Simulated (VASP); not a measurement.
Write the native input for VASP 6.6.1 that does the following.

- Task: single point
- Functional: PBEsol
- Potentials or basis: VASP PAW PBE potentials, release 64 (Ti_sv, Al)
- Cutoff: 520 eV
- k mesh: 12 × 12 × 12
- Occupations: gaussian, width 0.15 eV
- Spin: collinear spin, ferromagnetic start
- Starting moments: [0.9, 0.9, 0.9, 0.0] μB
- Fixed moment: 2.7 μB
- Dipole correction: no
- Further INCAR settings: ALGO = Fast; EDIFF = 1e-06; NBANDS = 32

The structure of Ti3Al lies in POSCAR:

```
Ti3Al
1.0
    0.0000000000      2.8993260424      2.8993260424
    2.8993260424      0.0000000000      2.8993260424
    2.8993260424      2.8993260424      0.0000000000
Ti Al
3 1
Direct
    0.7500000000      0.7500000000      0.7500000000
    0.2500000000      0.2500000000      0.2500000000
    0.0000000000      0.0000000000      0.0000000000
    0.5000000000      0.5000000000      0.5000000000
```

These files were run (other wordings do the same):

INCAR

```
SYSTEM = Ti3Al
ALGO     = Fast           ! electronic algorithm
EDIFF    = 1E-6           ! SCF threshold, eV
ENCUT    = 520            ! plane-wave cutoff, eV
GGA      = PS             ! functional
ISIF     = 2              ! what is computed and relaxed
ISMEAR   = 0              ! smearing method
ISPIN    = 2              ! spin polarisation
LASPH    = .TRUE.         ! aspherical terms in the spheres
LCHARG   = .TRUE.         ! write CHGCAR
LELF     = .TRUE.         ! ELF
LMAXMIX  = 4              ! l up to which the mixer works
LORBIT   = 11             ! projections on sites
LREAL    = .FALSE.        ! projectors in reciprocal space
LVHAR    = .TRUE.       
LWAVE    = .FALSE.        ! write WAVECAR
MAGMOM   = 0.9 0.9 0.9 0  ! initial moments
NBANDS   = 32             ! bands
NELM     = 150            ! most SCF steps
NUPDOWN  = 2.7            ! fixed moment
PREC     = Accurate       ! precision mode
SIGMA    = 0.15           ! smearing width, eV
```

KPOINTS

```
k-points
0
G
  12 12 12
  0 0 0
```

Potentials or basis: VASP PAW PBE potentials, release 64 (Ti_sv, Al).

The run is started by

```sh
$ cat potpaw_PBE.64/Ti_sv/POTCAR potpaw_PBE.64/Al/POTCAR > POTCAR
$ mpirun -np 1 vasp_std > vasp.out
```

It gave:

```yaml
Pressure: 59.0 GPa
Net_moment: 2.70 μB per cell
Site_moments: Ti +0.53, +1.03; Al +0.02 μB
Valence_electrons_inside_the_program's_atomic_spheres: Ti 10.75, 10.81; Al 1.02
```

Caveat: the PAW data sets were made with another functional, which shifts forces and pressure a little; the total moment is fixed, so each spin has its own Fermi level.

Wall time 10 min on 1 thread of Intel(R) Xeon(R) 6975P-C (Granite Rapids) (shared host), peak memory 0.3 GiB.
